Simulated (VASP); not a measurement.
# InP3 (R-3m) in VASP: further runs

InP3 is run at these levels: PBEsol; tasks: single point.

All numbers are computed with VASP 6.6.1; they aren't measurements. Logs are shortened: lines on timing, memory, paths and dates and some standing lists are left out, and cuts for length are marked.

### 1 The cell of the first run

Symmetry: R-3m, No. 166, trigonal system. Conventional cell: a = 7.449 Å, b = 7.449 Å, c = 9.885 Å, α = 90.00°, β = 90.00°, γ = 120.00°. In (site symmetry 3m) has 6 P at 2.64 to 2.90 Å within 3.5 Å. Within 2.9 Å of P (site symmetry m) lie 2 P at 2.20 Å and 2 In at 2.64 to 2.90 Å.

### 2 Single point, PBEsol

Contents of INCAR:

```
SYSTEM = InP3
  ALGO = Normal
  EDIFF = 1E-7
  ENCUT = 520
  GGA = PS
  ISIF = 2
  ISMEAR = 0
  LASPH = .True.
  LCHARG = .False.
  LREAL = .False.
  LWAVE = .False.
  NBANDS = 38
  NELM = 80
  PREC = Accurate
  SIGMA = 0.3
```

Contents of KPOINTS:

```
k-points
0
Gamma
  6 6 6
  0 0 0
```

Contents of POSCAR:

```
InP3
1.0
    3.7244993001      2.1503406735      3.2950000000
   -3.7244993001      2.1503406735      3.2950000000
    0.0000000000     -4.3006813470      3.2950000000
In P
2 6
Direct
    0.2755000000      0.2755000000      0.2755000000
    0.7245000000      0.7245000000      0.7245000000
    0.7963000000      0.2414000000      0.7963000000
    0.7963000000      0.7963000000      0.2414000000
    0.2414000000      0.7963000000      0.7963000000
    0.2037000000      0.7586000000      0.2037000000
    0.7586000000      0.2037000000      0.2037000000
    0.2037000000      0.2037000000      0.7586000000
```

Potentials or basis: VASP PAW PBE potentials, release 64 (In_d, P).

Launch:

```console
$ cat potpaw_PBE.64/In_d/POTCAR potpaw_PBE.64/P/POTCAR > POTCAR
$ mpirun -np 1 vasp_std > vasp.out
```

OUTCAR:

```text
SYSTEM = InP3
   EDIFF = 1E-7
   ENCUT = 520
   GGA = PS
   ISIF = 2
   ISMEAR = 0
   LASPH = .True.
   LREAL = .False.
   NELM = 80
   PREC = Accurate

 ion  position               nearest neighbor table
   1  0.276  0.276  0.276-   8 2.64   7 2.64   6 2.64   8 2.90   6 2.90   7 2.90
   2  0.724  0.724  0.724-   4 2.64   3 2.64   5 2.64   4 2.90   5 2.90   3 2.90
   3  0.796  0.241  0.796-   7 2.20   8 2.20   2 2.64   2 2.90
   4  0.796  0.796  0.241-   6 2.20   7 2.20   2 2.64   2 2.90
   5  0.241  0.796  0.796-   6 2.20   8 2.20   2 2.64   2 2.90
   6  0.204  0.759  0.204-   5 2.20   4 2.20   1 2.64   1 2.90
   7  0.759  0.204  0.204-   3 2.20   4 2.20   1 2.64   1 2.90
   8  0.204  0.204  0.759-   3 2.20   5 2.20   1 2.64   1 2.90

  LATTYP: Found a trigonal (rhomboedric) cell.
 ALAT       =     5.4178302898
 COS(alpha) =     0.0548189717

  Lattice vectors:

 A1 = (   3.7244993001,   2.1503406735,   3.2950000000)
 A2 = (  -3.7244993001,   2.1503406735,   3.2950000000)
 A3 = (   0.0000000000,  -4.3006813470,   3.2950000000)

Analysis of symmetry for initial positions (statically):
=====================================================================
 Subroutine PRICEL returns:
 Original cell was already a primitive cell.

 Routine SETGRP: Setting up the symmetry group for a
 trigonal (rhombohedral) supercell.

 Subroutine GETGRP returns: Found 12 space group operations
 (whereof 12 operations were pure point group operations)
 out of a pool of 12 trial point group operations.

The static configuration has the point symmetry D_3d.

Analysis of symmetry for dynamics (positions and initial velocities):
=====================================================================
 Subroutine PRICEL returns:
 Original cell was already a primitive cell.

 Routine SETGRP: Setting up the symmetry group for a
 trigonal (rhombohedral) supercell.

 Subroutine GETGRP returns: Found 12 space group operations
 (whereof 12 operations were pure point group operations)
 out of a pool of 12 trial point group operations.

The dynamic configuration has the point symmetry D_3d.

 Subroutine INISYM returns: Found 12 space group operations
 (whereof 12 operations are pure point group operations),
 and found     1 'primitive' translations

----------------------------------------------------------------------------------------

                                     Primitive cell

  volume of cell :     158.3368
[... 106 lines left out ...]
   NFREE  =      0    steps in history (QN), initial steepest desc. (CG)
   ISIF   =      2    stress and relaxation
   ISYM   =      2    0-nonsym 1-usesym 2-fastsym
   POTIM  = 0.5000    time-step for ionic-motion
   TEBEG  =    0.0;   TEEND  =   0.0 temperature during run
   PSTRESS=    0.0 pullay stress
   NELECT =      56.0000    total number of electrons
   NUPDOWN=      -1.0000    fix difference up-down
   EMIN   =  10.00;   EMAX   =-10.00  energy-range for DOS
   EFERMI =   0.00;   METHOD = LEGACY
   ISMEAR =     0;   SIGMA  =   0.30  broadening in eV -4-tet -1-fermi 0-gaus
   EFERMI_NEDOS =   21; number of points for ismear=-14 and -15
   IALGO  =     38    algorithm
   IMIX   =      4    mixing-type and parameters
     AMIX     =   0.40;   BMIX     =  1.00
     AMIX_MAG =   1.60;   BMIX_MAG =  1.00
  volume/ion in A,a.u.               =      19.79       133.56
  Fermi-wavevector in a.u.,A,eV,Ry     =   1.157738  2.187807 18.236663  1.340357
  Thomas-Fermi vector in A             =   2.294347
   LORBIT       =      0    0 simple, 1 ext, 2 COOP (PROOUT), +10 PAW based schemes
   GGA     = PS    functional components
   LHFCALC =     F    Hartree Fock is set to
   AEXX    =    0.0000 exact exchange contribution
   IVDW    =     0    specifies the selected vdW correction
   LEPSILON=     F    determine dielectric tensor
   LRPA    =     F    only Hartree local field effects (RPA)
 non-spin polarized calculation
 Gauss-broadening in eV      SIGMA  =   0.30
  energy-cutoff  :      520.00
  volume of cell :      158.34
 maximum number of plane-waves:      4290
   NGX = 21   NGY = 21   NGZ = 21

 number of electron      56.0000000 magnetization

 Free energy of the ion-electron system (eV)
  ---------------------------------------------------
  ext. energy  EPLUGINS =         0.00000000
  ---------------------------------------------------
  free energy    TOTEN  =       -41.35660531 eV

  energy without entropy =      -41.31464357  energy(sigma->0) =      -41.33562444

 E-fermi :   6.7694     XC(G=0): -10.3394

 val. band max:        6.7412407773   @ k =   0.5000   0.5000   0.1667
 cond. band min:       6.7794800235   @ k =   0.5000   0.5000   0.3333
 fundamental gap:      0.0382392462
 Fermi energy:         6.7694465439

 k-point     1 :       0.0000    0.0000    0.0000
  band No.  band energies     occupation
      1      -7.7165      2.00000
      2      -7.7165      2.00000
      3      -7.5790      2.00000
      4      -7.5790      2.00000
      5      -7.5406      2.00000
      6      -7.4977      2.00000
[... 973 lines left out ...]
     37      11.3772      0.00000
     38      11.4330      0.00000

 [... further k-points ...]

------------------------ aborting loop because EDIFF is reached ----------------------------------------

  FORCE on cell =-STRESS in cart. coord.  units (eV):
  Direction    XX          YY          ZZ          XY          YZ          ZX
  --------------------------------------------------------------------------------------
  -------------------------------------------------------------------------------------
  Total       -0.2068670     -0.2068670     -0.1508462      0.0000000      0.0000000      0.0000000
  in kB       -2.0932449     -2.0932449     -1.5263818      0.0000000      0.0000000      0.0000000
  external PRESSURE =      -1.9042905 kB  Pullay stress =       0.0000000 kB

 VOLUME and BASIS-vectors are now :
 -----------------------------------------------------------------------------
  energy-cutoff  :      520.00
  volume of cell :      158.34
      direct lattice vectors                 reciprocal lattice vectors
     3.724499300  2.150340674  3.295000000     0.134246233  0.077507099  0.101163379
    -3.724499300  2.150340674  3.295000000    -0.134246233  0.077507099  0.101163379
     0.000000000 -4.300681347  3.295000000     0.000000000 -0.155014197  0.101163379

 POSITION                                       TOTAL-FORCE (eV/Angst)
 -----------------------------------------------------------------------------------
      0.00000      0.00000      2.72332         0.000000     -0.000000     -0.087533
      0.00000      0.00000      7.16168         0.000000      0.000000      0.087533
      2.06672     -1.19322      6.04303        -0.037192      0.021473     -0.127617
      0.00000      2.38645      6.04303         0.000000     -0.042946     -0.127617
     -2.06672     -1.19322      6.04303         0.037192      0.021473     -0.127617
     -2.06672      1.19322      3.84197         0.037192     -0.021473      0.127617
      2.06672      1.19322      3.84197        -0.037192     -0.021473      0.127617
      0.00000     -2.38645      3.84197         0.000000      0.042946      0.127617
 -----------------------------------------------------------------------------------
    total drift:                               -0.000000     -0.000000      0.000000

  FREE ENERGIE OF THE ION-ELECTRON SYSTEM (eV)
  ---------------------------------------------------
  free  energy   TOTEN  =       -41.3566053122 eV

  energy  without entropy=      -41.3146435724  energy(sigma->0) =      -41.33562444
```

Wall time 3 min (1 thread of Intel Xeon 6975P-C, shared host); peak memory 0.32 GiB.

Results:

| Item | Value |
| --- | --- |
| Free energy | -41.3566 eV |
| Pressure | -0.2 GPa |
| Largest force | 0.135 eV/Å |
| Band gap on the k mesh | zero (band 28 reaches 6.91 eV, above the bottom of band 29 at 6.40 eV) |

Forces in eV/Å, atoms in the order of the input:
```
In   0.000  0.000 -0.088
In   0.000  0.000  0.088
P   -0.037  0.021 -0.128
P    0.000 -0.043 -0.128
P    0.037  0.021 -0.128
P    0.037 -0.021  0.128
P   -0.037 -0.021  0.128
P    0.000  0.043  0.128
```

Levels at points of the mesh, in eV from the Fermi level:
```tsv
k point	band 25	band 26	band 27	band 28	band 29	band 30	band 31	band 32
(0.00, 0.00, 0.00)	-2.27	-2.11	-0.77	-0.77	-0.30	-0.20	1.90	2.22
(0.50, 0.00, 0.00)	-2.56	-1.57	-1.13	-1.10	0.34	2.46	2.61	3.03
(0.50, 0.50, 0.00)	-1.42	-0.81	-0.67	-0.06	1.26	1.37	2.23	2.44
(0.50, 0.50, 0.50)	-0.04	-0.04	0.14	0.14	1.51	1.63	1.63	1.89
```

Caveat: the PAW data sets were made with another functional, which shifts forces and pressure a little; spin-orbit coupling is left out, which moves the levels of the heavy elements.

### 3 Single point, PBEsol

Contents of INCAR:

```
SYSTEM = InP3
ALGO     = Normal         ! electronic algorithm
EDIFF    = 1E-6           ! SCF threshold, eV
ENCUT    = 520            ! plane-wave cutoff, eV
GGA      = PS             ! functional
ISIF     = 2              ! what is computed and relaxed
ISMEAR   = 0              ! smearing method
LASPH    = .True.         ! aspherical terms in the spheres
LCHARG   = .True.         ! write CHGCAR
LELF     = .True.         ! ELF
LREAL    = .False.        ! projectors in reciprocal space
LVHAR    = .True.       
LWAVE    = .False.        ! write WAVECAR
NBANDS   = 38             ! bands
NELM     = 100            ! most SCF steps
PREC     = Accurate       ! precision mode
SIGMA    = 0.5            ! smearing width, eV
```

KPOINTS is that of step 2.

POSCAR is that of step 2.

Potentials or basis: VASP PAW PBE potentials, release 64 (In_d, P).

Launch:

```console
$ cat potpaw_PBE.64/In_d/POTCAR potpaw_PBE.64/P/POTCAR > POTCAR
$ mpirun -np 1 vasp_std > vasp.out
```

Wall time 2.7 min (1 thread of Intel Xeon 6975P-C, shared host); peak memory 0.32 GiB.

It converged, with:

- Free energy: -41.3963 eV
- Pressure: -0.1 GPa
- Largest force: 0.144 eV/Å
- Band gap on the k mesh: zero (band 28 reaches 6.91 eV, above the bottom of band 29 at 6.40 eV)

Forces in eV/Å, atoms in the order of the input:
```
In   0.000  0.000 -0.090
In   0.000  0.000  0.090
P   -0.046  0.027 -0.134
P    0.000 -0.054 -0.134
P    0.046  0.027 -0.134
P    0.046 -0.027  0.134
P   -0.046 -0.027  0.134
P    0.000  0.054  0.134
```

Levels at points of the mesh, in eV from the Fermi level:
```tsv
k point	band 26	band 27	band 28	band 29	band 30	band 31
(0.00, 0.00, 0.00)	-2.21	-0.88	-0.88	-0.41	-0.31	1.79
(0.50, 0.00, 0.00)	-1.68	-1.24	-1.21	0.23	2.35	2.50
(0.50, 0.50, 0.00)	-0.92	-0.78	-0.17	1.15	1.26	2.12
(0.50, 0.50, 0.50)	-0.15	0.03	0.03	1.40	1.52	1.52
```

Caveat: the PAW data sets were made with another functional, which shifts forces and pressure a little; spin-orbit coupling is left out, which moves the levels of the heavy elements.

### 4 Single point, PBEsol

Contents of INCAR:

```
ALGO = Normal
EDIFF = 1E-6
ENCUT = 520
GGA = PS
ISIF = 2
ISMEAR = -1
LASPH = True
LCHARG = False
LREAL = False
LWAVE = False
NBANDS = 38
NELM = 80
PREC = Accurate
SIGMA = 0.01
```

Contents of KPOINTS:

```
k-points
0
Gamma
  6 6 6
```

POSCAR is that of step 3.

Launch:

```console
$ cat potpaw_PBE.64/In_d/POTCAR potpaw_PBE.64/P/POTCAR > POTCAR
$ mpirun -np 1 vasp_std > vasp.out
```

It took 2.5 min on 1 thread of Intel Xeon 6975P-C, shared host; peak memory 0.32 GiB.

Results (log left out):

```
Free energy            : -41.3355 eV
Pressure               : -0.2 GPa
Largest force          : 0.163 eV/Å
Band gap on the k mesh : zero (band 28 reaches 6.91 eV, above the bottom of band 29 at 6.40 eV)
```

Forces on the atoms (eV/Å):
```
In   0.000  0.000 -0.119
In   0.000  0.000  0.119
P   -0.020  0.012 -0.162
P    0.000 -0.024 -0.162
P    0.020  0.012 -0.162
P    0.020 -0.012  0.162
P   -0.020 -0.012  0.162
P    0.000  0.024  0.162
```

Stress tensor (GPa, compression positive):
```
-0.25  0.00  0.00
 0.00 -0.25  0.00
 0.00  0.00 -0.05
```

Levels at points of the mesh, in eV from the Fermi level:
```
           k point  band 24  band 25  band 26  band 27  band 28  band 29  band 30  band 31  band 32  band 33
(0.00, 0.00, 0.00)    -2.21    -2.21    -2.05    -0.72    -0.72    -0.25    -0.15     1.95     2.28     2.28
(0.50, 0.00, 0.00)    -2.57    -2.50    -1.52    -1.07    -1.04     0.39     2.51     2.67     3.09     3.31
(0.50, 0.50, 0.00)    -2.59    -1.37    -0.75    -0.61    -0.01     1.31     1.42     2.28     2.49     3.44
(0.50, 0.50, 0.50)    -1.06     0.01     0.01     0.19     0.19     1.56     1.68     1.68     1.95     1.95
```

Caveat: the PAW data sets were made with another functional, which shifts forces and pressure a little; spin-orbit coupling is left out, which moves the levels of the heavy elements.

### 5 Single point, PBEsol

Changes to INCAR since step 4:

```diff
@@ -11,4 +11,4 @@
 NBANDS = 38
-NELM = 80
+NELM = 60
 PREC = Accurate
-SIGMA = 0.01
+SIGMA = 0.02
```

KPOINTS is that of step 4.

POSCAR is that of step 4.

Launch:

```console
$ cat potpaw_PBE.64/In_d/POTCAR potpaw_PBE.64/P/POTCAR > POTCAR
$ mpirun -np 1 vasp_std > vasp.out
```

It took 2.6 min on 1 thread of Intel Xeon 6975P-C, shared host; peak memory 0.32 GiB.

It converged, with:

| Item | Value |
| --- | --- |
| Free energy | -41.3360 eV |
| Pressure | -0.2 GPa |
| Largest force | 0.163 eV/Å |
| Band gap on the k mesh | zero (band 28 reaches 6.91 eV, above the bottom of band 29 at 6.40 eV) |

Forces in eV/Å, atoms in the order of the input:
```
In   0.000  0.000 -0.119
In   0.000  0.000  0.119
P   -0.020  0.012 -0.161
P    0.000 -0.023 -0.161
P    0.020  0.012 -0.161
P    0.020 -0.012  0.161
P   -0.020 -0.012  0.161
P    0.000  0.023  0.161
```

Stress tensor (GPa, compression positive):
```
-0.24  0.00  0.00
 0.00 -0.24  0.00
 0.00  0.00 -0.05
```

Levels at points of the mesh, in eV from the Fermi level:
```csv
k point,band 24,band 25,band 26,band 27,band 28,band 29,band 30,band 31,band 32,band 33
"(0.00, 0.00, 0.00)",-2.21,-2.21,-2.04,-0.71,-0.71,-0.24,-0.14,1.96,2.29,2.29
"(0.50, 0.00, 0.00)",-2.56,-2.49,-1.51,-1.06,-1.04,0.40,2.52,2.68,3.10,3.32
"(0.50, 0.50, 0.00)",-2.58,-1.36,-0.74,-0.60,0.00,1.32,1.43,2.29,2.50,3.45
"(0.50, 0.50, 0.50)",-1.05,0.02,0.02,0.20,0.20,1.57,1.69,1.69,1.95,1.95
```

Caveat: the PAW data sets were made with another functional, which shifts forces and pressure a little; spin-orbit coupling is left out, which moves the levels of the heavy elements.

(Continued in part 2 of 2.)
